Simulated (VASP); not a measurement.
# Ir (Im-3m) in VASP: single point with PBE

Aim: the single point of Ir with PBE.

All numbers are computed with VASP 6.6.1; they aren't measurements. Logs are shortened: lines on timing, memory, paths and dates and some standing lists are left out, and cuts for length are marked.

### 1 The cell of the first run

The structure is cubic, space group Im-3m (No. 229). The conventional cell has a = 3.090 Å, b = 3.090 Å, c = 3.090 Å, α = 90.00°, β = 90.00°, γ = 90.00°. Ir (site symmetry m-3m) has 14 Ir at 2.68 to 3.09 Å within 3.5 Å.

### 2 Single point, PBE (Hf replaced by Ir, lengths x 0.883, strained)

INCAR

```
SYSTEM = Ir
PREC = Accurate ; ENCUT = 520
EDIFF = 1E-7 ; ISMEAR = 0
SIGMA = 0.1 ; LREAL = .False.
LASPH = .True. ; NELM = 60
ALGO = Normal ; ISIF = 2
LWAVE = .False. ; LCHARG = .False.
GGA = PE ; NBANDS = 10
```

KPOINTS

```
regular mesh
0
Gamma
  8 8 8
  0 0 0
```

POSCAR

```
Ir
1.0
   -1.5449968669      1.5449968669      1.5449968669
    1.5449968669     -1.5449968669      1.5449968669
    1.5449968669      1.5449968669     -1.5449968669
Ir
1
Direct
    0.0000000000      0.0000000000      0.0000000000
```

Potentials or basis: VASP PAW PBE potentials, release 64 (Ir).

Run with:

```sh
> cat potpaw_PBE.64/Ir/POTCAR > POTCAR
> mpirun -np 1 vasp_std > vasp.out
```

OUTCAR:

```text
SYSTEM = Ir
   PREC = Accurate
   ENCUT = 520
   EDIFF = 1E-7
   ISMEAR = 0
   LREAL = .False.
   LASPH = .True.
   NELM = 60
   ISIF = 2
   GGA = PE

 ion  position               nearest neighbor table
   1  0.000  0.000  0.000-

  LATTYP: Found a body centered cubic cell.
 ALAT       =     3.0899937338

  Lattice vectors:

 A1 = (  -1.5449968669,   1.5449968669,   1.5449968669)
 A2 = (   1.5449968669,  -1.5449968669,   1.5449968669)
 A3 = (   1.5449968669,   1.5449968669,  -1.5449968669)

Analysis of symmetry for initial positions (statically):
=====================================================================
 Subroutine PRICEL returns:
 Original cell was already a primitive cell.

 Routine SETGRP: Setting up the symmetry group for a
 body centered cubic supercell.

 Subroutine GETGRP returns: Found 48 space group operations
 (whereof 48 operations were pure point group operations)
 out of a pool of 48 trial point group operations.

The static configuration has the point symmetry O_h .

Analysis of symmetry for dynamics (positions and initial velocities):
=====================================================================
 Subroutine PRICEL returns:
 Original cell was already a primitive cell.

 Routine SETGRP: Setting up the symmetry group for a
 body centered cubic supercell.

 Subroutine GETGRP returns: Found 48 space group operations
 (whereof 48 operations were pure point group operations)
 out of a pool of 48 trial point group operations.

The dynamic configuration has the point symmetry O_h .

 Subroutine INISYM returns: Found 48 space group operations
 (whereof 48 operations are pure point group operations),
 and found     1 'primitive' translations

----------------------------------------------------------------------------------------

                                     Primitive cell

  volume of cell :      14.7517

  direct lattice vectors                    reciprocal lattice vectors
    -1.544996867  1.544996867  1.544996867     0.000000000  0.323625252  0.323625252
     1.544996867 -1.544996867  1.544996867     0.323625252  0.000000000  0.323625252
     1.544996867  1.544996867 -1.544996867     0.323625252  0.323625252  0.000000000

  length of vectors
     2.676013071  2.676013071  2.676013071     0.457675220  0.457675220  0.457675220

  position of ions in fractional coordinates (direct lattice)
     0.000000000  0.000000000  0.000000000

  ion indices of the primitive-cell ions
   primitive index   ion index
                 1           1

----------------------------------------------------------------------------------------

 KPOINTS: regular mesh

Automatic generation of k-mesh.
 Grid dimensions read from file:
 generate k-points for:    8    8    8

 Generating k-lattice:

  Cartesian coordinates                     Fractional coordinates (reciprocal lattice)
     0.000000000  0.040453156  0.040453156     0.125000000  0.000000000  0.000000000
     0.040453156  0.000000000  0.040453156     0.000000000  0.125000000  0.000000000
     0.040453156  0.040453156  0.000000000     0.000000000  0.000000000  0.125000000

  Length of vectors
     0.057209403  0.057209403  0.057209403

  Shift w.r.t. Gamma in fractional coordinates (k-lattice)
     0.000000000  0.000000000  0.000000000

 Subroutine IBZKPT returns following result:
 ===========================================

 Found     29 irreducible k-points:

 Following reciprocal coordinates:
            Coordinates               Weight
  0.000000  0.000000  0.000000      1.000000
  0.125000  0.000000  0.000000     12.000000
  0.250000  0.000000  0.000000     12.000000
  0.375000  0.000000  0.000000     12.000000
  0.500000  0.000000  0.000000      6.000000
  0.125000  0.125000  0.000000     24.000000
[... 16 lines left out ...]
 -0.250000  0.250000  0.250000      6.000000
 -0.375000  0.375000  0.250000     24.000000
 [... further k-points ...]
   k-points           NKPTS =     29   k-points in BZ     NKDIM =     29   number of bands    NBANDS=     10
   number of dos      NEDOS =    301   number of ions     NIONS =      1
   total plane-waves  NPLWV =   8000
   dimension x,y,z NGX =    20 NGY =   20 NGZ =   20
   dimension x,y,z NGXF=    40 NGYF=   40 NGZF=   40
   ions per type =               1
   NGX,Y,Z   is equivalent  to a cutoff of  12.42, 12.42, 12.42 a.u.
   NGXF,Y,Z  is equivalent  to a cutoff of  24.85, 24.85, 24.85 a.u.
 SYSTEM =  Ir
   PREC   = accura    normal or accurate (medium, high low for compatibility)
   ISTART =      0    job   : 0-new  1-cont  2-samecut
   ICHARG =      2    charge: 1-file 2-atom 10-const
   ISPIN  =      1    spin polarized calculation?
   LNONCOLLINEAR =      F non collinear calculations
   LSORBIT =      F    spin-orbit coupling
   LASPH  =      T    aspherical Exc in radial PAW
   ENCUT  =  520.0 eV  38.22 Ry    6.18 a.u.   4.98  4.98  4.98*2*pi/ulx,y,z
   NELM   =     60;   NELMIN=  2; NELMDL= -5     # of ELM steps
   EDIFF  = 0.1E-06   stopping-criterion for ELM
   LREAL  =      F    real-space projection
   EDIFFG = 0.1E-05   stopping-criterion for IOM
   NSW    =      0    number of steps for IOM
   IBRION =     -1    ionic relax: 0-MD 1-quasi-New 2-CG
   NFREE  =      0    steps in history (QN), initial steepest desc. (CG)
   ISIF   =      2    stress and relaxation
   ISYM   =      2    0-nonsym 1-usesym 2-fastsym
   POTIM  = 0.5000    time-step for ionic-motion
   TEBEG  =    0.0;   TEEND  =   0.0 temperature during run
   PSTRESS=    0.0 pullay stress
   NELECT =       9.0000    total number of electrons
   NUPDOWN=      -1.0000    fix difference up-down
   EMIN   =  10.00;   EMAX   =-10.00  energy-range for DOS
   EFERMI =   0.00;   METHOD = LEGACY
   ISMEAR =     0;   SIGMA  =   0.10  broadening in eV -4-tet -1-fermi 0-gaus
   EFERMI_NEDOS =   21; number of points for ismear=-14 and -15
   IALGO  =     38    algorithm
   IMIX   =      4    mixing-type and parameters
     AMIX     =   0.40;   BMIX     =  1.00
     AMIX_MAG =   1.60;   BMIX_MAG =  1.00
  volume/ion in A,a.u.               =      14.75        99.55
  Fermi-wavevector in a.u.,A,eV,Ry     =   1.388486  2.623857 26.230569  1.927892
  Thomas-Fermi vector in A             =   2.512607
   LORBIT       =      0    0 simple, 1 ext, 2 COOP (PROOUT), +10 PAW based schemes
   GGA     = PE    functional components
   LHFCALC =     F    Hartree Fock is set to
   AEXX    =    0.0000 exact exchange contribution
   IVDW    =     0    specifies the selected vdW correction
   LEPSILON=     F    determine dielectric tensor
   LRPA    =     F    only Hartree local field effects (RPA)
 non-spin polarized calculation
 Gauss-broadening in eV      SIGMA  =   0.10
  energy-cutoff  :      520.00
  volume of cell :       14.75
 maximum number of plane-waves:       420
   NGX =  9   NGY =  9   NGZ =  9

 number of electron       9.0000001 magnetization

 Free energy of the ion-electron system (eV)
  ---------------------------------------------------
  ext. energy  EPLUGINS =         0.00000000
  ---------------------------------------------------
  free energy    TOTEN  =        -8.19853290 eV

  energy without entropy =       -8.18325188  energy(sigma->0) =       -8.19089239

 E-fermi :   9.4630     XC(G=0): -13.7202

 val. band max:        9.4320797464   @ k =   0.5000   0.0000   0.0000
 cond. band min:       9.4657194580   @ k =  -0.3750  -0.3750   0.1250
 fundamental gap:      0.0336397116
 Fermi energy:         9.4629738811

 k-point     1 :       0.0000    0.0000    0.0000
  band No.  band energies     occupation
      1      -0.9692      2.00000
      2       5.9598      2.00000
      3       5.9598      2.00000
      4       5.9598      2.00000
      5       8.9506      2.00000
      6       8.9506      2.00000
      7      26.4087      0.00000
      8      26.4087      0.00000
      9      26.4087      0.00000
     10      37.1474      0.00000

 k-point     2 :       0.1250    0.0000    0.0000
  band No.  band energies     occupation
      1      -0.2857      2.00000
      2       5.6559      2.00000
      3       5.9221      2.00000
      4       6.5709      2.00000
      5       8.5978      2.00000
      6       8.9763      2.00000
      7      26.6813      0.00000
      8      27.0636      0.00000
      9      27.4810      0.00000
     10      33.5656      0.00000

 k-point     3 :       0.2500    0.0000    0.0000
  band No.  band energies     occupation
      1       1.3185      2.00000
      2       4.9900      2.00000
      3       5.8653      2.00000
      4       8.2626      2.00000
      5       8.4278      2.00000
      6       9.0966      2.00000
      7      25.0564      0.00000
      8      25.6118      0.00000
      9      30.3175      0.00000
     10      32.8190      0.00000

 k-point     4 :       0.3750    0.0000    0.0000
  band No.  band energies     occupation
      1       2.1572      2.00000
      2       4.3992      2.00000
      3       7.3183      2.00000
      4       8.8186      2.00000
      5       9.3104      1.96904
      6      10.4642      0.00000
      7      20.1662      0.00000
      8      23.4431      0.00000
      9      28.3000      0.00000
     10      33.8508      0.00000
[... 222 lines left out ...]
 k-point    22 :       0.2500    0.2500    0.2500
  band No.  band energies     occupation
      1       4.8745      2.00000
      2       4.8745      2.00000
      3       4.8745      2.00000
      4       9.5284      0.35485
      5       9.5284      0.35485
      6      14.9074      0.00000
      7      19.8409      0.00000
      8      19.8409      0.00000
      9      19.8409      0.00000
     10      38.0046      0.00000

 k-point    23 :      -0.2500    0.2500    0.2500
  band No.  band energies     occupation
      1       3.2282      2.00000
      2       5.2347      2.00000
      3       6.7739      2.00000
      4       6.7739      2.00000
      5       8.1415      2.00000
      6      10.1426      0.00000
      7      24.5448      0.00000
      8      27.3245      0.00000
      9      27.3245      0.00000
     10      28.3181      0.00000

 k-point    24 :      -0.3750    0.3750    0.2500
  band No.  band energies     occupation
      1       3.7460      2.00000
      2       4.3827      2.00000
      3       6.7831      2.00000
      4       7.5551      2.00000
      5      10.0162      0.00000
      6      11.7249      0.00000
      7      21.3708      0.00000
      8      24.1613      0.00000
      9      26.2543      0.00000
     10      29.4523      0.00000

 [... further k-points ...]

------------------------ aborting loop because EDIFF is reached ----------------------------------------

  FORCE on cell =-STRESS in cart. coord.  units (eV):
  Direction    XX          YY          ZZ          XY          YZ          ZX
  --------------------------------------------------------------------------------------
  -------------------------------------------------------------------------------------
  Total        0.6574595      0.6574595      0.6574595      0.0000000      0.0000000     -0.0000000
  in kB       71.4063395     71.4063395     71.4063395      0.0000000      0.0000000     -0.0000000
  external PRESSURE =      71.4063395 kB  Pullay stress =       0.0000000 kB

 VOLUME and BASIS-vectors are now :
 -----------------------------------------------------------------------------
  energy-cutoff  :      520.00
  volume of cell :       14.75
      direct lattice vectors                 reciprocal lattice vectors
    -1.544996867  1.544996867  1.544996867     0.000000000  0.323625252  0.323625252
     1.544996867 -1.544996867  1.544996867     0.323625252  0.000000000  0.323625252
     1.544996867  1.544996867 -1.544996867     0.323625252  0.323625252  0.000000000

 POSITION                                       TOTAL-FORCE (eV/Angst)
 -----------------------------------------------------------------------------------
      0.00000      0.00000      0.00000         0.000000      0.000000     -0.000000
 -----------------------------------------------------------------------------------
    total drift:                               -0.000000     -0.000000     -0.000000

  FREE ENERGIE OF THE ION-ELECTRON SYSTEM (eV)
  ---------------------------------------------------
  free  energy   TOTEN  =        -8.1985329049 eV

  energy  without entropy=       -8.1832518764  energy(sigma->0) =       -8.19089239
```

It took 6 s on 1 thread of AMD EPYC 9R45 (Zen 5), shared host; peak memory 0.1 GiB.

What came out:

```yaml
Free_energy: -8.1985 eV
Pressure: 7.1 GPa
```

Caveat: the cell differs from its parent crystal (Hf replaced by Ir, lengths x 0.883, strained); spin-orbit coupling is left out, which moves the levels of the heavy elements.
